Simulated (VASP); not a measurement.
Write the native input for VASP 6.6.1 that does the following.

* Task: single point
* Functional: PBE
* Potentials or basis: VASP PAW PBE potentials, release 64 (Rh_pv)
* Cutoff: 520 eV
* k mesh: 19 × 19 × 19
* Occupations: fermi-dirac, width 0.05 eV
* Spin: non-collinear spin, zero start, spin-orbit coupling
* Starting moments: [[0.0, 0.0, 0.0]] μB
* Dipole correction: no
* Further INCAR settings: ALGO = Normal; EDIFF = 1e-07; NBANDS = 26

The structure of Rh lies in POSCAR:

```
Rh
1.0
   -1.5358168106      1.5358168106      1.5358168106
    1.5358168106     -1.5358168106      1.5358168106
    1.5358168106      1.5358168106     -1.5358168106
Rh
1
Direct
    0.0000000000      0.0000000000      0.0000000000
```

This isn't the form of Rh at room conditions, which is fcc.

These files were run (other wordings do the same):

INCAR

```
SYSTEM = Rh
ALGO = Normal
EDIFF = 1E-7
ENCUT = 520
GGA = PE
GGA_COMPAT = .False.
ISIF = 2
ISMEAR = -1
LASPH = .True.
LCHARG = .False.
LMAXMIX = 4
LORBIT = 11
LORBMOM = .True.
LREAL = .False.
LSORBIT = .True.
LWAVE = .False.
MAGMOM = 0 0 0
NBANDS = 26
NELM = 150
PREC = Accurate
SIGMA = 0.05
```

KPOINTS

```
k-points
0
Gamma
  19 19 19
  0 0 0
```

Potentials or basis: VASP PAW PBE potentials, release 64 (Rh_pv).

The run is started by

```console
$ cat potpaw_PBE.64/Rh_pv/POTCAR > POTCAR
$ mpirun -np 1 vasp_ncl > vasp.out
```

It gave:

| Property | Result |
| --- | --- |
| Pressure | 0.1 GPa |
| Net moment | 0.00 μB per cell |
| Valence electrons inside the program's atomic spheres | Rh 13.73 |

It took 59 s on 1 thread of AMD EPYC 9R45 96-Core Processor (Zen 5), on a shared host, peak memory 0.21 GiB.
